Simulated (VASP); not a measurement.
**Pd: single point with LDA**

The system is Pd.

```xyz
1
Lattice="0.0000 1.9334 1.9334 1.9334 0.0000 1.9334 1.9334 1.9334 0.0000" Properties=species:S:1:pos:R:3 pbc="T T T"
Pd    0.0000    0.0000    0.0000
```

This cell differs from its parent crystal: volume scaled by 0.98.

* Program: VASP 6.6.1
* Task: single point
* Functional: LDA
* Potentials or basis: VASP PAW LDA potentials, release 64 (Pd)
* Cutoff: 520 eV
* k mesh: 12 × 12 × 12
* Occupations: fermi-dirac, width 0.05 eV
* Spin: no spin polarisation

- Pressure: -4.6 GPa
- Band gap on the k mesh: zero (band 5 reaches 10.23 eV, above the bottom of band 6 at 8.59 eV)

Levels at points of the mesh, in eV from the Fermi level:
```
           k point  band 3  band 4  band 5  band 6  band 7  band 8
(0.00, 0.00, 0.00)   -2.95   -2.95   -1.24   -1.24   17.17   22.01
(0.50, 0.00, 0.00)   -2.99    0.00    0.00    0.93    7.44   16.55
(0.50, 0.50, 0.00)   -0.02    0.32    0.32    3.28   10.95   13.21
```

Run time: 5 s on 1 thread of Intel(R) Xeon(R) 6975P-C (Granite Rapids), with other jobs on the host, peak memory 0.12 GiB.
